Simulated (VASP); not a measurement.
A run of VASP 6.6.1 is set up as follows.

The input INCAR:

```
SYSTEM = Rb3Sn
PREC = Accurate
ENCUT = 520
EDIFF = 1E-7
ISMEAR = -1
SIGMA = 0.05
LREAL = .False.
LASPH = .True.
NELM = 80
ALGO = Normal
ISIF = 2
LWAVE = .False.
LCHARG = .False.
GGA = PE
NBANDS = 28
```

KPOINTS

```
regular mesh
0
Gamma
  5 5 5
  0 0 0
```

Contents of POSCAR:

```
Rb3Sn
1.0
    0.0000000000      4.5956224440      4.5956224440
    4.5956224440      0.0000000000      4.5956224440
    4.5956224440      4.5956224440      0.0000000000
Sn Rb
1 3
Direct
    0.0000000000      0.0000000000      0.0000000000
    0.5000000000      0.5000000000      0.5000000000
    0.7500000000      0.7500000000      0.7500000000
    0.2500000000      0.2500000000      0.2500000000
```

Potentials or basis: VASP PAW PBE potentials, release 64 (Sn_d, Rb_sv).

The run is started by

```sh
$ cat potpaw_PBE.64/Sn_d/POTCAR potpaw_PBE.64/Rb_sv/POTCAR > POTCAR
$ mpirun -np 1 vasp_std > vasp.out
```

Question: Estimate the pressure.

Answer: 0.3 GPa.

Question: What does it give for the band gap on the k mesh?

Answer: Zero (an odd number of electrons rules out a gap without spin polarisation).

Caveat: spin-orbit coupling is left out, which moves the levels of the heavy elements.
